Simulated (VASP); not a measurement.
Wanted: the native input for a VASP 6.6.1 run.

| Item | Value |
| --- | --- |
| Task | single point |
| Functional | PBE |
| Potentials or basis | VASP PAW PBE potentials, release 64 (Co) |
| Cutoff | 520 eV |
| k mesh | 21 × 21 × 12 |
| Occupations | gaussian, width 0.15 eV |
| Spin | collinear spin, ferromagnetic start |
| Starting moments | [1.86, 1.86] μB |
| Dipole correction | no |
| Further INCAR settings | ALGO = Fast; EDIFF = 1e-07; NBANDS = 20 |

The structure of Co lies in POSCAR:

```
Co
1.0
    2.4684000000      0.0000000000      0.0000000000
   -1.2342000000      2.1376971067      0.0000000000
    0.0000000000      0.0000000000      3.5484000000
Co
2
Direct
    0.3333333333      0.6666666667      0.2500000000
    0.6666666667      0.3333333333      0.7500000000
```

One way to write it, as run:

INCAR

```
  PREC = Accurate
  ENCUT = 520
  EDIFF = 1E-7
  ISMEAR = 0
  SIGMA = 0.15
  LREAL = F
  LASPH = T
  NELM = 150
  ALGO = Fast
  ISIF = 2
  LWAVE = F
  LCHARG = F
  ISPIN = 2
  MAGMOM = 1.86 1.86
  LORBIT = 11
  LMAXMIX = 4
  GGA = PE
  NBANDS = 20
```

KPOINTS

```
Automatic mesh
0
Gamma
  21 21 12
```

Potentials or basis: VASP PAW PBE potentials, release 64 (Co).

The run is started by

```console
$ cat potpaw_PBE.64/Co/POTCAR > POTCAR
$ mpirun -np 1 vasp_std > vasp.out
```

Results of the run:

| Quantity | Value |
| --- | --- |
| Pressure | 45.3 GPa |
| Net moment | 2.69 μB per cell |
| Site moments | Co +1.34 μB |
| Valence electrons inside the program's atomic spheres | Co 8.63 |

It took 2.9 min on 1 thread of Intel(R) Xeon(R) Platinum 8488C (Sapphire Rapids) (shared host), peak memory 0.27 GiB.
